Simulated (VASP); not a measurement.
# Ni (Fm-3m) in VASP: notebook

Ni is run at these levels: PBE; tasks: electric field gradients.

Everything below comes from runs of VASP 6.6.1. Logs are shortened: lines on timing, memory, paths and dates and some standing lists are left out, and cuts for length are marked.

**1. The cell of the first run**

It takes space group Fm-3m (No. 225, cubic). Conventional cell: a = 3.488 Å, b = 3.488 Å, c = 3.488 Å, α = 90.00°, β = 90.00°, γ = 90.00°. Ni (site symmetry m-3m) has 12 Ni at 2.47 Å within 3.3 Å.

**2. Electric field gradients, PBE, collinear spin, ferromagnetic start (volume scaled by 0.96)**

The input, INCAR:

```
PREC = Accurate ; ENCUT = 520
EDIFF = 1E-8 ; ISMEAR = -1
SIGMA = 0.05 ; LREAL = False
LASPH = True ; NELM = 150
ALGO = Normal ; ISIF = 2
LWAVE = False ; LCHARG = False
ISPIN = 2 ; MAGMOM = 1.5
LORBIT = 11 ; LMAXMIX = 4
GGA = PE ; LEFG = True
NBANDS = 15
```

The input, KPOINTS:

```
Automatic mesh
0
Gamma
  18 18 18
```

The input, POSCAR:

```
Ni
1.0
    0.0000000000      1.7440558547      1.7440558547
    1.7440558547      0.0000000000      1.7440558547
    1.7440558547      1.7440558547      0.0000000000
Ni
1
Direct
    0.0000000000      0.0000000000      0.0000000000
```

Potentials or basis: VASP PAW PBE potentials, release 64 (Ni).

Run with:

```sh
cat potpaw_PBE.64/Ni/POTCAR > POTCAR
mpirun -np 1 vasp_std > vasp.out
```

OUTCAR:

```text
PREC = Accurate
   ENCUT = 520
   EDIFF = 1E-8
   ISMEAR = -1
   LREAL = False
   LASPH = True
   NELM = 150
   ISIF = 2
   ISPIN = 2
   LORBIT = 11
   GGA = PE

 ion  position               nearest neighbor table
   1  0.000  0.000  0.000-

  LATTYP: Found a face centered cubic cell.
 ALAT       =     3.4881117094

  Lattice vectors:

 A1 = (   0.0000000000,   1.7440558547,   1.7440558547)
 A2 = (   1.7440558547,   0.0000000000,   1.7440558547)
 A3 = (   1.7440558547,   1.7440558547,   0.0000000000)

Analysis of symmetry for initial positions (statically):
=====================================================================
 Subroutine PRICEL returns:
 Original cell was already a primitive cell.

 Routine SETGRP: Setting up the symmetry group for a
 face centered cubic supercell.

 Subroutine GETGRP returns: Found 48 space group operations
 (whereof 48 operations were pure point group operations)
 out of a pool of 48 trial point group operations.

The static configuration has the point symmetry O_h .

Analysis of symmetry for dynamics (positions and initial velocities):
=====================================================================
 Subroutine PRICEL returns:
 Original cell was already a primitive cell.

 Routine SETGRP: Setting up the symmetry group for a
 face centered cubic supercell.

 Subroutine GETGRP returns: Found 48 space group operations
 (whereof 48 operations were pure point group operations)
 out of a pool of 48 trial point group operations.

The dynamic configuration has the point symmetry O_h .

Analysis of structural, dynamic, and magnetic symmetry:
=====================================================================
 Subroutine PRICEL returns:
 Original cell was already a primitive cell.

 Routine SETGRP: Setting up the symmetry group for a
 face centered cubic supercell.

 Subroutine GETGRP returns: Found 48 space group operations
 (whereof 48 operations were pure point group operations)
 out of a pool of 48 trial point group operations.

The overall configuration has the point symmetry O_h .

 Subroutine INISYM returns: Found 48 space group operations
 (whereof 48 operations are pure point group operations),
 and found     1 'primitive' translations

----------------------------------------------------------------------------------------

                                     Primitive cell

  volume of cell :      10.6099

  direct lattice vectors                    reciprocal lattice vectors
     0.000000000  1.744055855  1.744055855    -0.286688066  0.286688066  0.286688066
     1.744055855  0.000000000  1.744055855     0.286688066 -0.286688066  0.286688066
     1.744055855  1.744055855  0.000000000     0.286688066  0.286688066 -0.286688066

  length of vectors
     2.466467443  2.466467443  2.466467443     0.496558296  0.496558296  0.496558296

  position of ions in fractional coordinates (direct lattice)
     0.000000000  0.000000000  0.000000000

  ion indices of the primitive-cell ions
   primitive index   ion index
                 1           1

----------------------------------------------------------------------------------------

 KPOINTS: Automatic mesh

Automatic generation of k-mesh.
 Grid dimensions read from file:
 generate k-points for:   18   18   18

 Generating k-lattice:

  Cartesian coordinates                     Fractional coordinates (reciprocal lattice)
    -0.015927115  0.015927115  0.015927115     0.055555556  0.000000000  0.000000000
     0.015927115 -0.015927115  0.015927115     0.000000000  0.055555556  0.000000000
     0.015927115  0.015927115 -0.015927115     0.000000000  0.000000000  0.055555556

  Length of vectors
     0.027586572  0.027586572  0.027586572

  Shift w.r.t. Gamma in fractional coordinates (k-lattice)
     0.000000000  0.000000000  0.000000000

 Subroutine IBZKPT returns following result:
 ===========================================

 Found    195 irreducible k-points:

 Following reciprocal coordinates:
            Coordinates               Weight
  0.000000  0.000000  0.000000      1.000000
  0.055556  0.000000  0.000000      8.000000
  0.111111  0.000000  0.000000      8.000000
[... 53 lines left out ...]
   EMIN   =  10.00;   EMAX   =-10.00  energy-range for DOS
   EFERMI =   0.00;   METHOD = LEGACY
   ISMEAR =    -1;   SIGMA  =   0.05  broadening in eV -4-tet -1-fermi 0-gaus
   EFERMI_NEDOS =   21; number of points for ismear=-14 and -15
   IALGO  =     38    algorithm
   IMIX   =      4    mixing-type and parameters
     AMIX     =   0.40;   BMIX     =  1.00
     AMIX_MAG =   1.60;   BMIX_MAG =  1.00
  volume/ion in A,a.u.               =      10.61        71.60
  Fermi-wavevector in a.u.,A,eV,Ry     =   1.605109  3.033216 35.053695  2.576374
  Thomas-Fermi vector in A             =   2.701507
   LORBIT       =     11    0 simple, 1 ext, 2 COOP (PROOUT), +10 PAW based schemes
   GGA     = PE    functional components
   LHFCALC =     F    Hartree Fock is set to
   AEXX    =    0.0000 exact exchange contribution
   IVDW    =     0    specifies the selected vdW correction
   LEPSILON=     F    determine dielectric tensor
   LRPA    =     F    only Hartree local field effects (RPA)
 spin polarized calculation
  energy-cutoff  :      520.00
  volume of cell :       10.61
 maximum number of plane-waves:       302
   NGX =  9   NGY =  9   NGZ =  9

 number of electron      10.0000004 magnetization       0.6126284

 Free energy of the ion-electron system (eV)
  ---------------------------------------------------
  ext. energy  EPLUGINS =         0.00000000
  ---------------------------------------------------
  free energy    TOTEN  =        -5.47420181 eV

  energy without entropy =       -5.46106353  energy(sigma->0) =       -5.46763267

 E-fermi :   9.7331     XC(G=0): -13.4044

 val. band max:        9.7320545915   @ k =   0.4444   0.2222   0.0556
 cond. band min:       9.7337163832   @ k =   0.5000   0.4444   0.0556
 fundamental gap:      0.0016617917
 Fermi energy:         9.7331246349

 spin component 1

 k-point     1 :       0.0000    0.0000    0.0000
  band No.  band energies     occupation
      1       0.5494      1.00000
      2       7.2455      1.00000
      3       7.2455      1.00000
      4       7.2455      1.00000
      5       8.4645      1.00000
      6       8.4645      1.00000
      7      33.6717      0.00000
      8      37.7321      0.00000
      9      37.7321      0.00000
     10      37.7321      0.00000
     11      40.7570      0.00000
     12      40.7570      0.00000
     13      40.7570      0.00000
     14      43.6563      0.00000
[... 403 lines left out ...]
      4       7.5292      1.00000
      5       8.3597      1.00000
      6       8.6849      1.00000
      7      24.9683      0.00000
      8      32.0796      0.00000
      9      35.5452      0.00000
     10      37.6689      0.00000
     11      40.0626      0.00000
     12      40.3503      0.00000
     13      44.7892      0.00000
     14      45.8860      0.00000
     15      48.9206      0.00000

 [... further k-points ...]

 spin component 2

 k-point     1 :       0.0000    0.0000    0.0000
  band No.  band energies     occupation
      1       0.5178      1.00000
      2       7.9834      1.00000
      3       7.9834      1.00000
      4       7.9834      1.00000
      5       9.0355      1.00000
      6       9.0356      1.00000
      7      33.5182      0.00000
      8      37.7114      0.00000
      9      37.7115      0.00000
     10      37.7115      0.00000
     11      40.8605      0.00000
     12      40.8605      0.00000
     13      40.8605      0.00000
     14      43.5387      0.00000
[... 403 lines left out ...]
      4       8.2170      1.00000
      5       8.9866      1.00000
      6       9.3268      0.99970
      7      25.1018      0.00000
      8      32.0897      0.00000
      9      35.5158      0.00000
     10      37.7457      0.00000
     11      40.1006      0.00000
     12      40.3254      0.00000
     13      44.7861      0.00000
     14      45.9976      0.00000
     15      49.0778      0.00000

 [... further k-points ...]
[... 5 lines left out ...]
  --------------------------------------------------------------------------------------
  -------------------------------------------------------------------------------------
  Total        0.3535633      0.3535633      0.3535633      0.0000000      0.0000000     -0.0000000
  in kB       53.3908138     53.3908138     53.3908138      0.0000000      0.0000000     -0.0000000
  external PRESSURE =      53.3908138 kB  Pullay stress =       0.0000000 kB

 VOLUME and BASIS-vectors are now :
 -----------------------------------------------------------------------------
  energy-cutoff  :      520.00
  volume of cell :       10.61
      direct lattice vectors                 reciprocal lattice vectors
     0.000000000  1.744055855  1.744055855    -0.286688066  0.286688066  0.286688066
     1.744055855  0.000000000  1.744055855     0.286688066 -0.286688066  0.286688066
     1.744055855  1.744055855  0.000000000     0.286688066  0.286688066 -0.286688066

 POSITION                                       TOTAL-FORCE (eV/Angst)
 -----------------------------------------------------------------------------------
      0.00000      0.00000      0.00000         0.000000      0.000000      0.000000
 -----------------------------------------------------------------------------------
    total drift:                                0.000000     -0.000000      0.000000

  FREE ENERGIE OF THE ION-ELECTRON SYSTEM (eV)
  ---------------------------------------------------
  free  energy   TOTEN  =        -5.4742018099 eV

  energy  without entropy=       -5.4610635275  energy(sigma->0) =       -5.46763267

 Electric field gradients (V/A^2)
---------------------------------------------------------------------
 ion       V_xx      V_yy      V_zz      V_xy      V_xz      V_yz
---------------------------------------------------------------------
   1      -0.000    -0.000    -0.000    -0.000    -0.000    -0.000
---------------------------------------------------------------------

 Electric field gradients after diagonalization (V/A^2)
 (convention: |V_zz| > |V_xx| > |V_yy|)
----------------------------------------------------------------------
 ion       V_xx      V_yy      V_zz     asymmetry (V_yy - V_xx)/ V_zz
----------------------------------------------------------------------
   1       0.000     0.000    -0.001       0.000
----------------------------------------------------------------------

           NMR quadrupolar parameters

 Cq : quadrupolar parameter    Cq=e*Q*V_zz/h
 eta: asymmetry parameters     (V_yy - V_xx)/ V_zz
 Q  : nuclear electric quadrupole moment in mb (millibarn)
----------------------------------------------------------------------
 ion       Cq(MHz)       eta       Q (mb)
----------------------------------------------------------------------
   1      -0.000       0.000       1.000
----------------------------------------------------------------------

 total charge

# of ion       s       p       d       tot
------------------------------------------
    1        0.508   0.520   8.327   9.356

 magnetization (x)

# of ion       s       p       d       tot
------------------------------------------
    1       -0.006  -0.025   0.653   0.622
```

Run time: 56 s. Hardware: 1 thread of AMD EPYC 7R13 (Zen 3), shared host; peak memory 0.13 GiB.

Results:

```yaml
Free_energy: -5.4742 eV
Pressure: 5.3 GPa
Net_moment: 0.61 μB per cell
Site_moments: Ni +0.62 μB
Valence_electrons_inside_the_program's_atomic_spheres: Ni 9.36
```

Caveat: without QUAD_EFG the Cq values of the log hold for a quadrupole moment of 1 mb, not for the nuclei.

**3. Electric field gradients, PBE, collinear spin, ferromagnetic start (volume scaled by 0.96)**

The input, INCAR:

```
SYSTEM = Ni
ALGO = Normal ; EDIFF = 1E-8
ENCUT = 520 ; GGA = PE
ISIF = 2 ; ISMEAR = -1
ISPIN = 2 ; LASPH = .True.
LCHARG = .False. ; LEFG = .True.
LMAXMIX = 4 ; LORBIT = 11
LREAL = .False. ; LWAVE = .False.
MAGMOM = 1.5 ; NBANDS = 15
NELM = 150 ; PREC = Accurate
SIGMA = 0.05
```

The input, KPOINTS:

```
k-points
0
Gamma
  18 18 18
  0 0 0
```

POSCAR is that of step 2.

Potentials or basis: VASP PAW PBE potentials, release 64 (Ni).

Run with:

```sh
cat potpaw_PBE.64/Ni/POTCAR > POTCAR
mpirun -np 1 vasp_std > vasp.out
```

OUTCAR:

```text
SYSTEM = Ni
   EDIFF = 1E-8
   ENCUT = 520
   GGA = PE
   ISIF = 2
   ISMEAR = -1
   ISPIN = 2
   LASPH = .True.
   LORBIT = 11
   LREAL = .False.
   NELM = 150
   PREC = Accurate

 ion  position               nearest neighbor table
   1  0.000  0.000  0.000-

  LATTYP: Found a face centered cubic cell.
 ALAT       =     3.4881117094

  Lattice vectors:

 A1 = (   0.0000000000,   1.7440558547,   1.7440558547)
 A2 = (   1.7440558547,   0.0000000000,   1.7440558547)
 A3 = (   1.7440558547,   1.7440558547,   0.0000000000)

[... 1094 lines left out ...]

 Electric field gradients (V/A^2)
---------------------------------------------------------------------
 ion       V_xx      V_yy      V_zz      V_xy      V_xz      V_yz
---------------------------------------------------------------------
   1      -0.000    -0.000    -0.000    -0.000    -0.000    -0.000
---------------------------------------------------------------------

 Electric field gradients after diagonalization (V/A^2)
 (convention: |V_zz| > |V_xx| > |V_yy|)
----------------------------------------------------------------------
 ion       V_xx      V_yy      V_zz     asymmetry (V_yy - V_xx)/ V_zz
----------------------------------------------------------------------
   1       0.000     0.000    -0.001       0.000
----------------------------------------------------------------------

           NMR quadrupolar parameters

 Cq : quadrupolar parameter    Cq=e*Q*V_zz/h
 eta: asymmetry parameters     (V_yy - V_xx)/ V_zz
 Q  : nuclear electric quadrupole moment in mb (millibarn)
----------------------------------------------------------------------
 ion       Cq(MHz)       eta       Q (mb)
----------------------------------------------------------------------
   1      -0.000       0.000       1.000
----------------------------------------------------------------------

 total charge

# of ion       s       p       d       tot
------------------------------------------
    1        0.508   0.520   8.327   9.356

 magnetization (x)

# of ion       s       p       d       tot
------------------------------------------
    1       -0.006  -0.025   0.653   0.622
```

OSZICAR:

```text
N       E                     dE             d eps       ncg     rms          rms(c)
DAV:   1     0.336803951997E+02    0.33680E+02   -0.42017E+03 12325   0.863E+02
DAV:   2    -0.494477479497E+01   -0.38625E+02   -0.35654E+02 13303   0.164E+02
DAV:   3    -0.643087894924E+01   -0.14861E+01   -0.14758E+01 14430   0.315E+01
DAV:   4    -0.643935497038E+01   -0.84760E-02   -0.84750E-02 14250   0.227E+00
DAV:   5    -0.643944904349E+01   -0.94073E-04   -0.94072E-04 14586   0.213E-01    0.106E+01
DAV:   6    -0.579899537801E+01    0.64045E+00   -0.12617E+01 16929   0.403E+01    0.587E+00
DAV:   7    -0.549139675570E+01    0.30760E+00   -0.22386E+00 15449   0.149E+01    0.192E+00
DAV:   8    -0.547766985671E+01    0.13727E-01   -0.21038E-02 14713   0.937E-01    0.974E-01
DAV:   9    -0.547485146058E+01    0.28184E-02   -0.19233E-03 19028   0.263E-01    0.304E-01
DAV:  10    -0.547419792314E+01    0.65354E-03   -0.94281E-04 18172   0.176E-01    0.388E-02
DAV:  11    -0.547420027884E+01   -0.23557E-05   -0.17998E-05 16918   0.261E-02    0.260E-02
DAV:  12    -0.547420158865E+01   -0.13098E-05   -0.83707E-07 16750   0.736E-03    0.607E-03
DAV:  13    -0.547420181754E+01   -0.22889E-06   -0.30508E-07 15994   0.432E-03    0.372E-03
DAV:  14    -0.547420186578E+01   -0.48236E-07   -0.26410E-08 12693   0.153E-03    0.548E-04
DAV:  15    -0.547420180498E+01    0.60798E-07   -0.69162E-09 11492   0.622E-04    0.249E-04
DAV:  16    -0.547420180995E+01   -0.49636E-08   -0.31893E-10  7817   0.195E-04
   1 F= -.54742018E+01 E0= -.54676327E+01  d E =-.131383E-01  mag=     0.6126
```

stdout:

```text
POSCAR found type information on POSCAR Ni
 POSCAR found :  1 types and       1 ions
 scaLAPACK will be used
 LDA part: xc-table for (Slater+PW92), standard interpolation
 POSCAR, INCAR and KPOINTS ok, starting setup
 FFT: planning ... GRIDC
 FFT: planning ... GRID_SOFT
 FFT: planning ... GRID
 WAVECAR not read
 entering main loop
ion   1
```

Wall time 55 s (1 thread of AMD EPYC 7R13 (Zen 3), shared host); peak memory 0.13 GiB.

What came out:

* Free energy: -5.4742 eV
* Pressure: 5.3 GPa
* Net moment: 0.61 μB per cell
* Site moments: Ni +0.62 μB
* Valence electrons inside the program's atomic spheres: Ni 9.36

Caveat: without QUAD_EFG the Cq values of the log hold for a quadrupole moment of 1 mb, not for the nuclei.

(Part 1 of 2 ends here.)
